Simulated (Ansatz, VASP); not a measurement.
CdSe: VASP beside Ansatz

Contents of INCAR:

```
SYSTEM = CdSe
ALGO = Normal ; EDIFF = 1E-6
ENCUT = 520 ; GGA = CA
ISIF = 2 ; ISMEAR = -1
LASPH = .True. ; LCHARG = .False.
LREAL = .False. ; LWAVE = .False.
NBANDS = 16 ; NELM = 100
PREC = Accurate ; SIGMA = 0.03
```

The input KPOINTS:

```
k-points
0
Gamma
  8 8 8
  0 0 0
```

POSCAR

```
CdSe
1.0
    0.0000000000      3.0702711986      3.1316766226
    3.0702711986      0.0000000000      3.1316766226
    3.0702711986      3.0702711986      0.0000000000
Cd Se
1 1
Direct
    0.0000000000      0.0000000000      0.0000000000
    0.2500000000      0.2500000000      0.2500000000
```

Input for Ansatz:

```yaml
crystal:
  lattice:
    - [0.0, 3.0702711986, 3.1316766226]
    - [3.0702711986, 0.0, 3.1316766226]
    - [3.0702711986, 3.0702711986, 0.0]
  atoms:
    - { symbol: Cd, position: [0.0, 0.0, 0.0] }
    - { symbol: Se, position: [0.25, 0.25, 0.25] }
kpoints:
  mp_grid: { grid: [8, 8, 8] }
  band_path:
    path:
      - [0.0, 0.0, 0.0]
      - [0.5, 0.0, 0.5]
      - [0.75, 0.25, 0.5]
      - [0.5, 0.5, 0.5]
      - [0.0, 0.0, 0.0]
      - [0.5, 0.5, 0.0]
      - [0.6298539023, 0.6298539023, 0.2597078047]
      - [0.3701460977, 0.3701460977, 0.7402921953]
      - [0.0, 0.0, 0.0]
    npoints: 5
scf:
  occupations: { method: fermi_dirac, width: 0.03 }
hamiltonian:
  xc: lda
  pseudopotentials: { kind: all_electron, lapw: { basis_error: 0.001 } }
output:
  forces: true
  stress: true
  eigenvalues: true
```

Change from the starting cell: zz strain of +2 %.

Alike in both runs: task single point; functional LDA; k mesh 8 × 8 × 8; occupations fermi-dirac, width 0.03 eV; no spin polarisation.

```csv
,VASP,Ansatz
version,VASP 6.6.1,Ansatz 0.2.0
potentials or method,"VASP PAW LDA potentials, release 64 (Cd, Se), cutoff 520 eV","all-electron LAPW, scalar-relativistic"
```

Ansatz gave:

```
pressure (GPa)                                                : -4.0
traceless stress, the component that is largest in VASP (GPa) : -0.31
```

Problem. Estimate VASP's values.

Solution. Pressure (GPa): -3.7; traceless stress, the component that is largest in VASP (GPa): -0.30.

LDA's correlation is that of Perdew and Zunger in VASP and of Perdew and Wang (1992) in Ansatz. Ansatz ran all-electron here, and VASP with PAW potentials.
